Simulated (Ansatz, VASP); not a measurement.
## Two plane-wave programs on CuO

```xyz
4
Lattice="2.0529 -2.0570 0.1640 2.0529 2.0570 0.1640 -0.4096 0.0000 5.1276" Properties=species:S:1:pos:R:3 pbc="T T T"
Cu    1.0021    1.0285    0.0896
Cu    0.7973   -1.0285    2.6534
O     1.9262    0.0000    1.4535
O     1.7214    0.0000    4.0172
```

Alike in both runs: functional PBE; dispersion D3(BJ); k mesh 14 × 14 × 8; occupations gaussian, width 0.1 eV; no spin polarisation.

Ansatz relaxed the structure, and its values are those at the end. VASP's run is a single point on that final structure, the one shown.

|  | VASP | Ansatz |
| --- | --- | --- |
| version | VASP 6.6.1 | Ansatz 0.2.0 |
| potentials or method | VASP PAW PBE potentials, release 64 (Cu, O), cutoff 520 eV | scalar-relativistic, plane waves, PAW |
| valence electrons in the cell | 34 | 50 |

Ansatz gave:

```
gap on the k mesh at the Fermi level (eV) : none
pressure (GPa)                            : 0.0
```

Q: Estimate VASP's values.

A: gap on the k mesh at the Fermi level (eV): none; pressure (GPa): 0.7.

A gap of «none» marks a metal or a gap that the smearing closes. VASP's potentials hold 34 valence electrons a cell and Ansatz's 50, so a difference there can come from the potentials and not from the codes.
